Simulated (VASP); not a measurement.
GaN: single point with LDA

GaN:

```
CELL_PARAMETERS angstrom
0.00000 2.09165 2.09165
2.09165 0.00000 2.09165
2.09165 2.09165 0.00000
ATOMIC_POSITIONS crystal
Ga 0.00000 0.00000 0.00000
N 0.50000 0.50000 0.50000
```

- Program: VASP 6.6.1
- Task: single point
- Functional: LDA
- Potentials or basis: VASP PAW LDA potentials, release 64 (Ga_d, N)
- Cutoff: 600 eV
- k mesh: 8 × 8 × 8
- Occupations: gaussian, width 0.01 eV
- Spin: no spin polarisation
- Dipole correction: no
- Further INCAR settings: ALGO = Normal; EDIFF = 1e-06; NBANDS = 16

```json
{
  "Pressure": "0.8 GPa",
  "Band gap on the k mesh": "0.63 eV, indirect (least direct gap 3.23 eV)"
}
```

Levels at points of the mesh, in eV from the valence-band top:
```
           k point  band 6  band 7  band 8  band 9  band 10  band 11  band 12  band 13
(0.00, 0.00, 0.00)  -13.97   -0.54   -0.54   -0.54     2.69    14.85    14.85    14.85
(0.50, 0.00, 0.00)  -13.83   -8.49   -0.15   -0.15     4.81     9.09     9.09     9.66
(0.50, 0.50, 0.00)  -10.78   -7.41   -3.18   -3.18     0.63     7.81    12.10    14.69
```

It took 3.1 s on 1 thread of Intel(R) Xeon(R) 6975P-C (Granite Rapids), on a shared host, peak memory 0.13 GiB.

A k mesh can miss the band edges. Expect the measured gap to be larger: semilocal functionals such as LDA lack the derivative discontinuity.
